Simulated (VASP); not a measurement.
Set up this calculation in VASP 6.6.1, as the native input.

```yaml
Task: single point
Functional: r2SCAN
Potentials_or_basis: VASP PAW PBE potentials, release 64 (Ta_sv_GW, N)
Cutoff: 660 eV
k_mesh: 10 × 10 × 10
Occupations: fermi-dirac, width 0.05 eV
Spin: no spin polarisation
Dipole_correction: no
Second_run: valence_matched
Further_INCAR_settings: ALGO = Normal; EDIFF = 1e-06; NBANDS = 16
```

TaN:

```
CELL_PARAMETERS angstrom
0.00000 2.22597 2.22597
2.22597 0.00000 2.22597
2.22597 2.22597 0.00000
ATOMIC_POSITIONS crystal
Ta 0.50000 0.50000 0.50000
N 0.00000 0.00000 0.00000
```

These files were run (other wordings do the same):

POSCAR

```
TaN
1.0
    0.0000000000      2.2259679500      2.2259679500
    2.2259679500      0.0000000000      2.2259679500
    2.2259679500      2.2259679500      0.0000000000
Ta N
1 1
Direct
    0.5000000000      0.5000000000      0.5000000000
    0.0000000000      0.0000000000      0.0000000000
```

INCAR.step1

```
PREC = Accurate
ENCUT = 660
ISMEAR = -1
SIGMA = 0.05
LREAL = F
LASPH = T
NELM = 120
NBANDS = 16
GGA = PE
ALGO = Normal
EDIFF = 1E-5
LWAVE = T
LCHARG = F
GGA_COMPAT = F
```

INCAR.step2

```
PREC = Accurate
ENCUT = 660
EDIFF = 1E-6
ISMEAR = -1
SIGMA = 0.05
LREAL = F
LASPH = T
NELM = 120
ALGO = Normal
ISIF = 2
LWAVE = F
LCHARG = F
METAGGA = R2SCAN
LMIXTAU = T
NBANDS = 16
ISTART = 1
GGA_COMPAT = F
```

KPOINTS

```
Automatic mesh
0
Gamma
  10 10 10
```

Potentials or basis: VASP PAW PBE potentials, release 64 (Ta_sv_GW, N).

Launch:

```sh
$ cat potpaw_PBE.64/Ta_sv_GW/POTCAR potpaw_PBE.64/N/POTCAR > POTCAR
$ cp INCAR.step1 INCAR
$ mpirun -np 1 vasp_std > vasp.out
$ cp INCAR.step2 INCAR
$ mpirun -np 1 vasp_std > vasp.out
```

Results of the run:

```json
{"Pressure": "-12.4 GPa", "Band gap on the k mesh": "zero (band 9 reaches 15.12 eV, above the bottom of band 10 at 11.25 eV)"}
```

Caveat: the PAW data sets were made with another functional, which shifts forces and pressure a little; spin-orbit coupling is left out, which moves the levels of the heavy elements.

Wall time 87 s on 1 thread of Intel(R) Xeon(R) Platinum 8488C (Sapphire Rapids), on a shared host, peak memory 0.19 GiB.
